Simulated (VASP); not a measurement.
# CdSe (Cadmoselite): electric field gradients with PBEsol

Crystal: CdSe (Cadmoselite).

```
Cd Se
1.0
     4.29900    0.00000    0.00000
    -2.14950    3.72304    0.00000
     0.00000    0.00000    7.01000
Cd Se
2 2
Direct
  0.33333 0.66667 0.00048
  0.66667 0.33333 0.50048
  0.33333 0.66667 0.37631
  0.66667 0.33333 0.87631
```

```
Program                : VASP 6.6.1
Task                   : electric field gradients
Functional             : PBEsol
Potentials or basis    : VASP PAW PBE potentials, release 64 (Cd, Se)
Cutoff                 : 520 eV
k mesh                 : 12 × 12 × 6
Occupations            : fermi-dirac, width 0.02 eV
Spin                   : no spin polarisation
Dipole correction      : no
Further INCAR settings : ALGO = Normal; EDIFF = 1e-08; NBANDS = 26
```

- Pressure: 0.5 GPa
- Band gap on the k mesh: 0.55 eV, direct

Levels at points of the mesh, in eV from the valence-band top:
```
           k point  band 14  band 15  band 16  band 17  band 18  band 19  band 20  band 21  band 22  band 23
(0.00, 0.00, 0.00)    -0.78    -0.78    -0.05     0.00     0.00     0.55     2.10     5.78     5.78     6.07
(0.50, 0.00, 0.00)    -3.71    -2.72    -1.90    -1.37    -0.77     3.13     3.22     4.66     6.08     6.38
(0.00, 0.00, 0.50)    -2.72    -0.41    -0.41    -0.41    -0.41     2.28     2.28     5.75     5.75     6.18
(0.50, 0.00, 0.50)    -4.29    -1.39    -1.39    -1.38    -1.38     2.83     2.83     4.76     4.76     7.62
```

Electric field gradients, principal values (V/Å²):
```tsv
atom	least	middle	greatest (by size)
1 Cd	-0.944	-0.948	1.892
2 Cd	-0.944	-0.948	1.892
3 Se	-0.660	-0.661	1.320
4 Se	-0.660	-0.661	1.320
```

Wall time 2.1 min on 1 thread of AMD EPYC 9R45 96-Core Processor (Zen 5) (shared host), peak memory 0.32 GiB.

Caveat: without QUAD_EFG the Cq values of the log hold for a quadrupole moment of 1 mb, not for the nuclei; the PAW data sets were made with another functional, which shifts forces and pressure a little. PBEsol gaps usually lie below the measured ones, often by a third to a half.
